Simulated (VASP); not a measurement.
A run of VASP 6.6.1 is set up as follows.

The input INCAR:

```
SYSTEM = BeCd
ALGO     = Normal         ! electronic algorithm
EDIFF    = 1E-6           ! SCF threshold, eV
ENCUT    = 520            ! plane-wave cutoff, eV
GGA      = PE             ! functional
ISIF     = 2              ! what is computed and relaxed
ISMEAR   = 0              ! smearing method
LASPH    = .TRUE.         ! aspherical terms in the spheres
LCHARG   = .FALSE.        ! write CHGCAR
LREAL    = .FALSE.        ! projectors in reciprocal space
LWAVE    = .FALSE.        ! write WAVECAR
NBANDS   = 38             ! bands
NELM     = 100            ! most SCF steps
PREC     = Accurate       ! precision mode
SIGMA    = 0.1            ! smearing width, eV
```

File KPOINTS:

```
k-points
0
G
  4 4 4
  0 0 0
```

The input POSCAR:

```
BeCd
1.0
    4.9591940800      0.0000000000      0.0000000000
    0.0000000000      4.9591940800      0.0000000000
    0.0000000000      0.0000000000      4.9591940800
Be Cd
4 4
Direct
    0.1431598277      0.1431598277      0.1431598277
    0.3568401723      0.8568401723      0.6431598277
    0.6431598277      0.3568401723      0.8568401723
    0.8568401723      0.6431598277      0.3568401723
    0.8474711514      0.8474711514      0.8474711514
    0.6525288486      0.1525288486      0.3474711514
    0.3474711514      0.6525288486      0.1525288486
    0.1525288486      0.3474711514      0.6525288486
```

Potentials or basis: VASP PAW PBE potentials, release 64 (Be, Cd).

Run with:

```console
$ cat potpaw_PBE.64/Be/POTCAR potpaw_PBE.64/Cd/POTCAR > POTCAR
$ mpirun -np 1 vasp_std > vasp.out
```

(1) Estimate the largest force.

(2) What does it give for the band gap on the k mesh?

(3) What does it give for the pressure?

Results:

(1) 0.013 eV/Å.

(2) zero (band 28 reaches 5.94 eV, above the bottom of band 29 at 3.63 eV).

(3) 0.2 GPa.
